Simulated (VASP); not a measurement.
# Sb (R-3m) in VASP: vibrations by perturbation theory with PBEsol

Aim: the vibrations by perturbation theory of Sb with PBEsol.

Program: VASP 6.6.1. These are calculated values, not measurements. Logs are shortened: lines on timing, memory, paths and dates and some standing lists are left out, and cuts for length are marked.

## (1) The cell of the first run

Symmetry: R-3m, No. 166, trigonal system. The conventional cell has a = 4.207 Å, b = 4.207 Å, c = 10.360 Å, α = 90.00°, β = 90.00°, γ = 120.00°. Within 3.9 Å of Sb (site symmetry 3m) lie 6 Sb at 2.92 to 3.04 Å.

## (2) Vibrations by perturbation theory, PBEsol

File INCAR:

```
SYSTEM = Sb
ALGO     = Normal         ! electronic algorithm
EDIFF    = 1E-8           ! SCF threshold, eV
ENCUT    = 520            ! plane-wave cutoff, eV
GGA      = PS             ! functional
IBRION   = 8              ! ionic algorithm
ISIF     = 2              ! what is computed and relaxed
ISMEAR   = -1             ! smearing method
LASPH    = .TRUE.         ! aspherical terms in the spheres
LCHARG   = .FALSE.        ! write CHGCAR
LREAL    = .FALSE.        ! projectors in reciprocal space
LWAVE    = .FALSE.        ! write WAVECAR
NELM     = 100            ! most SCF steps
NSW      = 1              ! ionic steps
PREC     = Accurate       ! precision mode
SIGMA    = 0.1            ! smearing width, eV
```

File KPOINTS:

```
k-points
0
G
  12 12 12
  0 0 0
```

File POSCAR:

```
Sb
1.0
    2.1034030101      1.2144002941      3.4534358632
   -2.1034030101      1.2144002941      3.4534358632
    0.0000000000     -2.4288005882      3.4534358632
Sb
2
Direct
    0.2453077237      0.2453077237      0.2453077237
    0.7546922763      0.7546922763      0.7546922763
```

Potentials or basis: VASP PAW PBE potentials, release 64 (Sb).

On the command line:

```
> cat potpaw_PBE.64/Sb/POTCAR > POTCAR
> mpirun -np 1 vasp_std > vasp.out
```

OUTCAR:

```text
SYSTEM = Sb
   EDIFF = 1E-8
   ENCUT = 520
   GGA = PS
   IBRION = 8
   ISIF = 2
   ISMEAR = -1
   LASPH = .TRUE.
   LREAL = .FALSE.
   NELM = 100
   NSW = 1
   PREC = Accurate

 ion  position               nearest neighbor table
   1  0.245  0.245  0.245-   2 2.92   2 2.92   2 2.92   2 3.04   2 3.04   2 3.04
   2  0.755  0.755  0.755-   1 2.92   1 2.92   1 2.92   1 3.04   1 3.04   1 3.04

  LATTYP: Found a trigonal (rhomboedric) cell.
 ALAT       =     4.2220008951
 COS(alpha) =     0.5035924985

  Lattice vectors:

 A1 = (   2.1034030101,   1.2144002941,   3.4534358632)
 A2 = (  -2.1034030101,   1.2144002941,   3.4534358632)
 A3 = (   0.0000000000,  -2.4288005882,   3.4534358632)

Analysis of symmetry for initial positions (statically):
=====================================================================
 Subroutine PRICEL returns:
 Original cell was already a primitive cell.

 Routine SETGRP: Setting up the symmetry group for a
 trigonal (rhombohedral) supercell.

 Subroutine GETGRP returns: Found 12 space group operations
 (whereof 12 operations were pure point group operations)
 out of a pool of 12 trial point group operations.

The static configuration has the point symmetry D_3d.

Analysis of symmetry for dynamics (positions and initial velocities):
=====================================================================
 Subroutine PRICEL returns:
 Original cell was already a primitive cell.

 Routine SETGRP: Setting up the symmetry group for a
 trigonal (rhombohedral) supercell.

 Subroutine GETGRP returns: Found 12 space group operations
 (whereof 12 operations were pure point group operations)
 out of a pool of 12 trial point group operations.

The dynamic configuration has the point symmetry D_3d.

 Subroutine INISYM returns: Found 12 space group operations
 (whereof 12 operations are pure point group operations),
 and found     1 'primitive' translations

[... 454 lines left out ...]
      direct lattice vectors                 reciprocal lattice vectors
     2.103403010  1.214400294  3.453435863     0.237710034  0.137241952  0.096522231
    -2.103403010  1.214400294  3.453435863    -0.237710034  0.137241952  0.096522231
     0.000000000 -2.428800588  3.453435863     0.000000000 -0.274483904  0.096522231

 POSITION                                       TOTAL-FORCE (eV/Angst)
 -----------------------------------------------------------------------------------
      0.00000      0.00000      2.54146         0.000000     -0.000000      0.026856
      0.00000      0.00000      7.81884         0.000000      0.000000     -0.026856
 -----------------------------------------------------------------------------------
    total drift:                               -0.000000     -0.000000      0.000000

  FREE ENERGIE OF THE ION-ELECTRON SYSTEM (eV)
  ---------------------------------------------------
  free  energy   TOTEN  =        -8.9978222505 eV

  energy  without entropy=       -8.9683528961  energy(sigma->0) =       -8.98308757

[... ionic steps 2 to 3 ...]

--------------------------------------- Ionic step        4  -------------------------------------------

------------------------ aborting loop because EDIFF is reached ----------------------------------------

[... ionic steps 5 to 5 ...]

--------------------------------------- Ionic step        6  -------------------------------------------

 Free energy of the ion-electron system (eV)
  ---------------------------------------------------
  ---------------------------------------------------
  free energy    TOTEN  =        -0.02490909 eV

  energy without entropy =       -0.02488548

------------------------ aborting loop because EDIFF is reached ----------------------------------------

 INTERNAL STRAIN TENSOR  FOR ION    1  DIRECTION 3   (eV/Angst):
 -----------------------------------------------------------------------------
    -2.21145 -0.00000  0.00000
     0.00000 -2.21145 -0.00000
     0.00000  0.00000 -2.75400

 INTERNAL STRAIN TENSOR FOR ION    2 for displacements in x,y,z  (eV/Angst):
          X           Y           Z          XY          YZ          ZX
  --------------------------------------------------------------------------------
  x     0.00000    -0.00000     0.00000    -0.70567     0.00000     1.17311
  y    -0.70567     0.70567    -0.00000    -0.00000     1.29648    -0.00000
  z     2.21145     2.21145     2.75400     0.00000     0.00000     0.00000

 SECOND DERIVATIVES (NOT SYMMETRIZED)
 ------------------------------------
               1X          1Y          1Z          2X          2Y          2Z
  1X    -0.624599    0.000000    0.000000    0.624599    0.000000    0.000000
  1Y     0.000000   -0.624599   -0.000000    0.000000    0.624599    0.000000
  1Z     0.000000    0.000000   -0.695943    0.000000   -0.000000    0.695943
  2X     0.624599    0.000000    0.000000   -0.624599    0.000000    0.000000
  2Y     0.000000    0.624599    0.000000    0.000000   -0.624599   -0.000000
  2Z     0.000000   -0.000000    0.695943    0.000000    0.000000   -0.695943

 Eigenvectors and eigenvalues of the dynamical matrix
 ----------------------------------------------------

   1 f  =    1.671545 THz    10.502630 2PiTHz   55.756754 cm-1     6.912953 meV
             X         Y         Z           dx          dy          dz
      0.000000  0.000000  2.541463     0.000000    0.000000    0.707107
      0.000000  0.000000  7.818844     0.000000    0.000000   -0.707107
[... 16 lines left out ...]
   5 f  =    0.000000 THz     0.000000 2PiTHz    0.000000 cm-1     0.000000 meV
             X         Y         Z           dx          dy          dz
      0.000000  0.000000  2.541463    -0.424895    0.543607    0.154774
      0.000000  0.000000  7.818844    -0.424895    0.543607    0.154774

   6 f/i=    0.000000 THz     0.000000 2PiTHz    0.000001 cm-1     0.000000 meV
             X         Y         Z           dx          dy          dz
      0.000000  0.000000  2.541463     0.005149   -0.189899    0.681111
      0.000000  0.000000  7.818844     0.005149   -0.189899    0.681111

--------------------------------------------------------------------------------------------------------

 ELASTIC MODULI CONTR FROM IONIC RELAXATION (kBar)
 Direction    XX          YY          ZZ          XY          YZ          ZX
 --------------------------------------------------------------------------------
 XX        -236.8512   -188.5836   -264.9053     -0.0000     44.3394      0.0000
 YY        -188.5836   -236.8512   -264.9053     -0.0000    -44.3394      0.0000
 ZZ        -264.9053   -264.9053   -329.8971     -0.0000      0.0000      0.0000
 XY          -0.0000     -0.0000     -0.0000    -24.1338      0.0000     40.1202
 YZ          44.3394    -44.3394      0.0000      0.0000    -81.4618      0.0000
 ZX           0.0000      0.0000      0.0000     40.1202      0.0000    -66.6962
 --------------------------------------------------------------------------------
```

OSZICAR:

```text
N       E                     dE             d eps       ncg     rms          rms(c)
DAV:   1     0.397010759914E+02    0.39701E+02   -0.37225E+03  3402   0.885E+02
DAV:   2    -0.738591954272E+01   -0.47087E+02   -0.46077E+02  4737   0.130E+02
DAV:   3    -0.899439991950E+01   -0.16085E+01   -0.15895E+01  4124   0.291E+01
[... 36 lines left out ...]
RMM:   5    -0.249070581811E-01   -0.17302E-04   -0.56730E-07  5580   0.570E-03    0.149E-03
RMM:   6    -0.249101128779E-01   -0.30547E-05   -0.18865E-08  5299   0.124E-03    0.468E-04
RMM:   7    -0.249089427692E-01    0.11701E-05    0.39844E-09  5654   0.298E-04    0.117E-04
RMM:   8    -0.249090854245E-01   -0.14266E-06    0.13835E-09  5682   0.628E-05    0.238E-05
RMM:   9    -0.249091008858E-01   -0.15461E-07   -0.34176E-10  5836   0.190E-05    0.462E-06
RMM:  10    -0.249090939389E-01    0.69470E-08   -0.57097E-10  5045   0.689E-06    0.878E-07
 Linear response finished
```

Run time: 6.6 min. Hardware: 1 thread of Intel Xeon Platinum 8259CL at 2.50GHz (Skylake/Cascade Lake), shared host; peak memory 0.88 GiB.

What came out:

```yaml
Highest_phonon_frequency_at_Γ: 56 cm⁻¹
```

Phonon frequencies in cm⁻¹ (negative: imaginary):
```tsv
q point	frequencies
(0.000, 0.000, 0.000)	0 0 0 53 53 56
```

Caveat: the cell stands under pressure or tension, which shifts response properties; spin-orbit coupling is left out, which moves the levels of the heavy elements.
